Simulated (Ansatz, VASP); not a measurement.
Two plane-wave programs on MgS

```
CELL_PARAMETERS angstrom
0.04006 2.60152 2.60152
2.60152 0.04006 2.60152
2.60152 2.60152 0.04006
ATOMIC_POSITIONS crystal
Mg 0.00000 0.00000 0.00000
S 0.50000 0.50000 0.50000
```

Change from the starting cell: epitaxial_111 strain -1.5%.

Alike in both runs: task single point; functional r2SCAN; k mesh 8 × 8 × 8; no spin polarisation.

```csv
,VASP,Ansatz
version,VASP 6.6.1,Ansatz 0.2.0
potentials or method,"VASP PAW PBE potentials, release 64 (Mg, S)","plane waves, PAW"
plane-wave cutoff (eV),520,500
occupations,"gaussian, width 0.01 eV",fixed
valence electrons in the cell,8,16
```

Ansatz gave:

* gap on the k mesh at the Fermi level (eV): 3.42
* pressure (GPa): 2.0
* traceless stress, the component that is largest in VASP (GPa): -0.98

Task: What did VASP give for the same quantities?

Result: gap on the k mesh at the Fermi level (eV): 3.40; pressure (GPa): 1.6; traceless stress, the component that is largest in VASP (GPa): -0.98.

VASP's potentials were made for PBE, not for r2SCAN. VASP's potentials hold 8 valence electrons a cell and Ansatz's 16, so a difference there can come from the potentials and not from the codes.
